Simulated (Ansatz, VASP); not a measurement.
## One calculation of BN, two programs

File INCAR:

```
SYSTEM = BN
PREC = Accurate
ENCUT = 520
EDIFF = 1E-6
ISMEAR = 0
SIGMA = 0.05
LREAL = .False.
LASPH = .True.
NELM = 60
ALGO = Normal
ISIF = 2
LWAVE = .False.
LCHARG = .True.
GGA = PE
LELF = .True.
LVHAR = .True.
NBANDS = 11
```

Contents of KPOINTS:

```
Automatic mesh
0
Gamma
  12 12 12
  0 0 0
```

File POSCAR:

```
BN
1.0
    0.0000000000      1.8231528302      1.6951676710
    1.6951676710      0.0000000000      1.6951676710
    1.6951676710      1.8231528302      0.0000000000
B N
1 1
Direct
    0.0000000000      0.0000000000      0.0000000000
    0.7500000000      0.7500000000      0.7500000000
```

Input for Ansatz:

```yaml
crystal:
  lattice:
    - [0.0, 1.8231528302, 1.695167671]
    - [1.695167671, 0.0, 1.695167671]
    - [1.695167671, 1.8231528302, 0.0]
  atoms:
    - { symbol: B, position: [0.0, 0.0, 0.0] }
    - { symbol: "N", position: [0.75, 0.75, 0.75] }
basis:
  ecutwfc: 520.0
kpoints:
  mp_grid: { grid: [12, 12, 12] }
hamiltonian:
  xc: pbe
scf:
  occupations: { method: gaussian, width: 0.05 }
output:
  forces: true
  stress: true
  eigenvalues: true
```

Alike in both runs: task single point; functional PBE; k mesh 12 × 12 × 12; occupations gaussian, width 0.05 eV; no spin polarisation.

|  | VASP | Ansatz |
| --- | --- | --- |
| version | VASP 6.6.1 | Ansatz 0.2.0 |
| potentials or method | VASP PAW PBE potentials, release 64 (B, N), cutoff 520 eV | scalar-relativistic, plane waves, PAW |
| valence electrons in the cell | 8 | 8 |

```tsv
	VASP	Ansatz	Ansatz less VASP
gap on the k mesh at the Fermi level (eV)	3.85	3.86	+0.017
least direct gap on the mesh (eV)	8.97	8.99	+0.015
```
